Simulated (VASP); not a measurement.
TiCo2, 6 atoms in the cell. It takes space group Fd-3m (No. 227, cubic). The conventional cell has a = 6.554 Å, b = 6.554 Å, c = 6.554 Å, α = 90.00°, β = 90.00°, γ = 90.00°. Within 3.6 Å of Ti (site symmetry -43m) lie 12 Co at 2.72 Å and 4 Ti at 2.84 Å. Within 3.1 Å of Co (site symmetry -3m) lie 6 Co at 2.32 Å and 6 Ti at 2.72 Å. 

| Quantity | Value |
| --- | --- |
| Program | VASP 6.6.1 |
| Task | single point |
| Functional | PBEsol |
| Potentials or basis | VASP PAW PBE potentials, release 64 (Ti_sv, Co) |
| Cutoff | 520 eV |
| k mesh | 6 × 6 × 6 |
| Occupations | gaussian, width 0.1 eV |
| Spin | collinear spin, ferrimagnetic start |
| Starting moments | [-0.31, -0.31, 0.82, 0.82, 0.82, 0.82] μB |
| Dipole correction | no |
| Further INCAR settings | ALGO = Fast; EDIFF = 1e-06; NBANDS = 43 |

Potentials or basis: VASP PAW PBE potentials, release 64 (Ti_sv, Co).

Command:

```console
$ cat potpaw_PBE.64/Ti_sv/POTCAR potpaw_PBE.64/Co/POTCAR > POTCAR
$ mpirun -np 1 vasp_std > vasp.out
```

Hardware: 1 thread of Intel Xeon 6975P-C (shared host).

Problem. How long does it take, and how much memory?

Solution. Wall time 5.2 min on 1 thread of Intel Xeon 6975P-C (shared host), peak memory 0.28 GiB. Counts: scf iterations 36, k points 16.
